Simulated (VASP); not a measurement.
Crystal: Pd.

```
CELL_PARAMETERS angstrom
0.00000 1.98468 1.98468
1.98468 0.00000 1.98468
1.98468 1.98468 0.00000
ATOMIC_POSITIONS crystal
Pd 0.00000 0.00000 0.00000
```

Base run:

```yaml
Program: VASP 6.6.1
Functional: BLYP
Dispersion: D3(BJ)
Potentials_or_basis: VASP PAW PBE potentials, release 64 (Pd)
Cutoff: 520 eV
k_mesh: 12 × 12 × 12
Occupations: fermi-dirac, width 0.05 eV
Spin: no spin polarisation
```

Its results: band gap on the k mesh zero (band 5 reaches 9.58 eV, above the bottom of band 6 at 8.13 eV); pressure -8.6 GPa.

Question: After a change of settings the same cell gave: band gap on the k mesh zero (band 5 reaches 8.91 eV, above the bottom of band 6 at 7.49 eV); pressure -18.6 GPa. Which change was it?
A. functional from BLYP to PBE; further incar settings from ALGO = Fast; EDIFF = 1e-06; NBANDS = 11 to ALGO = Normal; EDIFF = 1e-06; NBANDS = 11
B. functional from BLYP to revPBE; further incar settings from ALGO = Fast; EDIFF = 1e-06; NBANDS = 11 to ALGO = Normal; EDIFF = 1e-06; NBANDS = 11
C. functional from BLYP to RPBE; dispersion from D3(BJ) to none
D. functional from BLYP to PBEsol

Answer: D.

PBEsol binds more tightly than BLYP, so the same cell stands under less pressure.

Caveats: the PAW data sets were made with another functional, which shifts forces and pressure a little; pairwise dispersion overbinds metals, which lowers pressure and volume.
